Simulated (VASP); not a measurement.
# LaAgS2 (P4/mmm) in VASP: notebook, part 2 of 2

VASP 6.6.1. The steps go on from the part before.

**3. Single point, PBEsol**

This run uses another cell than the first one, of 22.78 Å³/atom, 1.029 times its volume.

The input, INCAR:

```
PREC = Accurate
ENCUT = 520
EDIFF = 1E-7
ISMEAR = -1
SIGMA = 0.02
LREAL = False
LASPH = True
NELM = 100
ALGO = Normal
ISIF = 2
LWAVE = False
LCHARG = False
GGA = PS
NBANDS = 25
```

The input, KPOINTS:

```
Automatic mesh
0
Gamma
  6 6 4
```

The input, POSCAR:

```
LaAgS2
1.0
    4.0562981424      0.0000000000      0.0000000000
    0.0000000000      4.0562981424      0.0000000000
    0.0000000000      0.0000000000      5.5379275589
Ag S La
1 2 1
Direct
    0.0000000000      0.0000000000      0.0000000000
    0.0000000000      0.0000000000      0.5000000000
    0.5000000000      0.5000000000      0.0000000000
    0.5000000000      0.5000000000      0.5000000000
```

Potentials or basis: VASP PAW PBE potentials, release 64 (Ag, S, La).

On the command line:

```bash
$ cat potpaw_PBE.64/Ag/POTCAR potpaw_PBE.64/S/POTCAR potpaw_PBE.64/La/POTCAR > POTCAR
$ mpirun -np 1 vasp_std > vasp.out
```

OUTCAR:

```text
PREC = Accurate
   ENCUT = 520
   EDIFF = 1E-7
   ISMEAR = -1
   LREAL = False
   LASPH = True
   NELM = 100
   ISIF = 2
   GGA = PS

 ion  position               nearest neighbor table
   1  0.000  0.000  0.000-   2 2.77   2 2.77   3 2.87   3 2.87   3 2.87   3 2.87
   2  0.000  0.000  0.500-   1 2.77   1 2.77   4 2.87   4 2.87   4 2.87   4 2.87
   3  0.500  0.500  0.000-   4 2.77   4 2.77   1 2.87   1 2.87   1 2.87   1 2.87
   4  0.500  0.500  0.500-   3 2.77   3 2.77   2 2.87   2 2.87   2 2.87   2 2.87

  LATTYP: Found a simple tetragonal cell.
 ALAT       =     4.0562981424
 C/A-ratio  =     1.3652663992

  Lattice vectors:

 A1 = (   4.0562981424,   0.0000000000,   0.0000000000)
 A2 = (   0.0000000000,   4.0562981424,   0.0000000000)
 A3 = (   0.0000000000,   0.0000000000,   5.5379275589)

Analysis of symmetry for initial positions (statically):
=====================================================================
 Subroutine PRICEL returns:
 Original cell was already a primitive cell.

 Routine SETGRP: Setting up the symmetry group for a
 simple tetragonal supercell.

 Subroutine GETGRP returns: Found 16 space group operations
 (whereof 16 operations were pure point group operations)
 out of a pool of 16 trial point group operations.

The static configuration has the point symmetry D_4h.

Analysis of symmetry for dynamics (positions and initial velocities):
=====================================================================
 Subroutine PRICEL returns:
 Original cell was already a primitive cell.

 Routine SETGRP: Setting up the symmetry group for a
 simple tetragonal supercell.

 Subroutine GETGRP returns: Found 16 space group operations
 (whereof 16 operations were pure point group operations)
 out of a pool of 16 trial point group operations.

The dynamic configuration has the point symmetry D_4h.

 Subroutine INISYM returns: Found 16 space group operations
 (whereof 16 operations are pure point group operations),
 and found     1 'primitive' translations

[... 119 lines left out ...]
  volume/ion in A,a.u.               =      22.78       153.72
  Fermi-wavevector in a.u.,A,eV,Ry     =   1.178597  2.227226 18.899741  1.389092
  Thomas-Fermi vector in A             =   2.314923
   LORBIT       =      0    0 simple, 1 ext, 2 COOP (PROOUT), +10 PAW based schemes
   GGA     = PS    functional components
   LHFCALC =     F    Hartree Fock is set to
   AEXX    =    0.0000 exact exchange contribution
   IVDW    =     0    specifies the selected vdW correction
   LEPSILON=     F    determine dielectric tensor
   LRPA    =     F    only Hartree local field effects (RPA)
 non-spin polarized calculation
  energy-cutoff  :      520.00
  volume of cell :       91.12
 maximum number of plane-waves:      2500
   NGX = 15   NGY = 15   NGZ = 21

 number of electron      33.9999992 magnetization

 Free energy of the ion-electron system (eV)
  ---------------------------------------------------
  ext. energy  EPLUGINS =         0.00000000
  ---------------------------------------------------
  free energy    TOTEN  =       -22.50630127 eV

  energy without entropy =      -22.50482233  energy(sigma->0) =      -22.50556180

 E-fermi :   6.7084     XC(G=0): -10.3139

 val. band max:        6.6721593357   @ k =   0.3333   0.1667   0.5000
 cond. band min:       6.7098811856   @ k =   0.5000   0.0000   0.0000
 fundamental gap:      0.0377218499
 Fermi energy:         6.7084102260

 k-point     1 :       0.0000    0.0000    0.0000
  band No.  band energies     occupation
      1     -25.7039      2.00000
      2      -9.5971      2.00000
      3      -9.4351      2.00000
      4      -9.4351      2.00000
      5      -6.4099      2.00000
      6      -5.5554      2.00000
[... 661 lines left out ...]
     24       9.4002      0.00000
     25      10.5756      0.00000

 [... further k-points ...]

------------------------ aborting loop because EDIFF is reached ----------------------------------------

  FORCE on cell =-STRESS in cart. coord.  units (eV):
  Direction    XX          YY          ZZ          XY          YZ          ZX
  --------------------------------------------------------------------------------------
  -------------------------------------------------------------------------------------
  Total       -0.0494141     -0.0494141      0.0046845      0.0000000     -0.0000000     -0.0000000
  in kB       -0.8688700     -0.8688700      0.0823688      0.0000000     -0.0000000     -0.0000000
  external PRESSURE =      -0.5517904 kB  Pullay stress =       0.0000000 kB

 VOLUME and BASIS-vectors are now :
 -----------------------------------------------------------------------------
  energy-cutoff  :      520.00
  volume of cell :       91.12
      direct lattice vectors                 reciprocal lattice vectors
     4.056298142  0.000000000  0.000000000     0.246530202  0.000000000  0.000000000
     0.000000000  4.056298142  0.000000000     0.000000000  0.246530202  0.000000000
     0.000000000  0.000000000  5.537927559     0.000000000  0.000000000  0.180572965

 POSITION                                       TOTAL-FORCE (eV/Angst)
 -----------------------------------------------------------------------------------
      0.00000      0.00000      0.00000         0.000000      0.000000      0.000000
      0.00000      0.00000      2.76896         0.000000      0.000000      0.000000
      2.02815      2.02815      0.00000         0.000000      0.000000      0.000000
      2.02815      2.02815      2.76896         0.000000      0.000000      0.000000
 -----------------------------------------------------------------------------------
    total drift:                                0.000000      0.000000     -0.000000

  FREE ENERGIE OF THE ION-ELECTRON SYSTEM (eV)
  ---------------------------------------------------
  free  energy   TOTEN  =       -22.5063012670 eV

  energy  without entropy=      -22.5048223338  energy(sigma->0) =      -22.50556180
```

stdout:

```text
POSCAR found type information on POSCAR AgS La
 POSCAR found :  3 types and       4 ions
 scaLAPACK will be used
 -----------------------------------------------------------------------------
|                                                                             |
|                                                                             |
|     You enforced a specific xc type in the INCAR file but a different       |
|     I HOPE YOU KNOW WHAT YOU ARE DOING!                                     |
|                                                                             |
 -----------------------------------------------------------------------------

 LDA part: xc-table for (Slater+PW92), standard interpolation
 POSCAR, INCAR and KPOINTS ok, starting setup
 FFT: planning ... GRIDC
 FFT: planning ... GRID_SOFT
 FFT: planning ... GRID
 WAVECAR not read
 entering main loop
```

Wall time 48 s (1 thread of Intel Xeon 6975P-C (Granite Rapids), shared host); peak memory 0.24 GiB.

Results:

```
Free energy            : -22.5063 eV
Pressure               : -0.1 GPa
Band gap on the k mesh : zero (band 17 reaches 6.76 eV, above the bottom of band 18 at 6.20 eV)
```

Caveat: the PAW data sets were made with another functional, which shifts forces and pressure a little; spin-orbit coupling is left out, which moves the levels of the heavy elements.

**4. Single point, PBE**

This run uses another cell than the first one, of 23.95 Å³/atom, 1.081 times its volume.

The input, INCAR:

```
SYSTEM = LaAgS2
ALGO     = Normal         ! electronic algorithm
EDIFF    = 1E-7           ! SCF threshold, eV
ENCUT    = 520            ! plane-wave cutoff, eV
GGA      = PE             ! functional
ISIF     = 2              ! what is computed and relaxed
ISMEAR   = -1             ! smearing method
LASPH    = .True.         ! aspherical terms in the spheres
LCHARG   = .True.         ! write CHGCAR
LELF     = .True.         ! ELF
LREAL    = .False.        ! projectors in reciprocal space
LVHAR    = .True.       
LWAVE    = .False.        ! write WAVECAR
NBANDS   = 25             ! bands
NELM     = 60             ! most SCF steps
PREC     = Accurate       ! precision mode
SIGMA    = 0.02           ! smearing width, eV
```

The input, KPOINTS:

```
k-points
0
Gamma
  6 6 4
  0 0 0
```

The input, POSCAR:

```
LaAgS2
1.0
    4.1310653084      0.0000000000      0.0000000000
    0.0000000000      4.1310653084      0.0000000000
    0.0000000000      0.0000000000      5.6135202690
Ag S La
1 2 1
Direct
    0.0000000000      0.0000000000      0.0000000000
    0.0000000000      0.0000000000      0.5000000000
    0.5000000000      0.5000000000      0.0000000000
    0.5000000000      0.5000000000      0.5000000000
```

On the command line:

```bash
$ cat potpaw_PBE.64/Ag/POTCAR potpaw_PBE.64/S/POTCAR potpaw_PBE.64/La/POTCAR > POTCAR
$ mpirun -np 1 vasp_std > vasp.out
```

Run time: 34 s. Hardware: 1 thread of Intel Xeon 6975P-C (Granite Rapids), shared host; peak memory 0.25 GiB.

Results (log left out):

```yaml
Free_energy: -20.9841 eV
Pressure: -0.1 GPa
Band_gap_on_the_k_mesh: zero (band 17 reaches 6.26 eV, above the bottom of band 18 at 6.02 eV)
```

Levels at points of the mesh, in eV from the Fermi level:
```csv
k point,band 14,band 15,band 16,band 17,band 18,band 19,band 20,band 21
"(0.00, 0.00, 0.00)",-2.44,-1.52,-1.52,-1.34,-0.16,0.76,2.23,2.42
"(0.50, 0.00, 0.00)",-3.05,-2.36,-1.15,-0.01,2.01,2.25,2.32,2.37
"(0.50, 0.50, 0.00)",-2.86,-2.15,-2.15,-1.31,1.16,1.30,1.30,2.25
"(0.00, 0.00, 0.50)",-2.01,-2.00,-1.92,-1.92,-0.19,2.22,2.42,2.42
"(0.50, 0.00, 0.50)",-2.74,-2.38,-0.22,0.05,1.87,2.00,2.11,2.23
"(0.50, 0.50, 0.50)",-2.84,-2.12,-2.12,-1.95,2.25,2.25,2.38,2.38
```

Caveat: spin-orbit coupling is left out, which moves the levels of the heavy elements.

**5. Overview**

```csv
level,potentials or basis,cell,gap on the mesh (eV),pressure (GPa)
LDA,"VASP PAW LDA potentials, release 64 (Ag, S, La)","a = 4.014, b = 4.014, c = 5.497 Å, 4 atoms",none,0.0
PBEsol,"VASP PAW PBE potentials, release 64 (Ag, S, La)","a = 4.056, b = 4.056, c = 5.538 Å, 4 atoms",none,-0.1
PBE,"VASP PAW PBE potentials, release 64 (Ag, S, La)","a = 4.131, b = 4.131, c = 5.614 Å, 4 atoms",none,-0.1
```

Alike in all rows: task single point; no spin polarisation; k mesh 6 × 6 × 4; cutoff (eV) 520; smearing fermi-dirac 0.02 eV.

Caveats: spin-orbit coupling is left out, which moves the levels of the heavy elements; the PAW data sets were made with another functional, which shifts forces and pressure a little (some runs).

Total energies depend on the potentials used, so only differences within one code and one set of settings carry meaning.
